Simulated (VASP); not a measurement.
Wanted: the native input for a VASP 6.6.1 run.

```yaml
Task: single point
Functional: PBEsol
Potentials_or_basis: VASP PAW PBE potentials, release 64 (Cd, Se)
Cutoff: 520 eV
k_mesh: 8 × 8 × 8
Occupations: fermi-dirac, width 0.05 eV
Spin: no spin polarisation
Dipole_correction: no
Further_INCAR_settings: ALGO = Normal; EDIFF = 1e-06; NBANDS = 16
```

The structure of CdSe lies in POSCAR:

```
CdSe
1.0
    0.0000000000      2.8929913891      2.8929913891
    2.8929913891      0.0000000000      2.8929913891
    2.8929913891      2.8929913891      0.0000000000
Cd Se
1 1
Direct
    0.0000000000      0.0000000000      0.0000000000
    0.5000000000      0.5000000000      0.5000000000
```

These files were run (other wordings do the same):

INCAR

```
SYSTEM = CdSe
  PREC = Accurate
  ENCUT = 520
  EDIFF = 1E-6
  ISMEAR = -1
  SIGMA = 0.05
  LREAL = .FALSE.
  LASPH = .TRUE.
  NELM = 100
  ALGO = Normal
  ISIF = 2
  LWAVE = .FALSE.
  LCHARG = .FALSE.
  GGA = PS
  NBANDS = 16
```

KPOINTS

```
Automatic mesh
0
G
  8 8 8
  0 0 0
```

Potentials or basis: VASP PAW PBE potentials, release 64 (Cd, Se).

Run with:

```bash
$ cat potpaw_PBE.64/Cd/POTCAR potpaw_PBE.64/Se/POTCAR > POTCAR
$ mpirun -np 1 vasp_std > vasp.out
```

Results of the run:

- Pressure: -4.5 GPa
- Band gap on the k mesh: zero (band 9 reaches 1.95 eV, above the bottom of band 10 at 1.42 eV)

Caveat: the PAW data sets were made with another functional, which shifts forces and pressure a little.

It took 19 s on 1 thread of Intel(R) Xeon(R) Platinum 8259CL CPU @ 2.50GHz (Skylake/Cascade Lake) (shared host), peak memory 0.18 GiB.
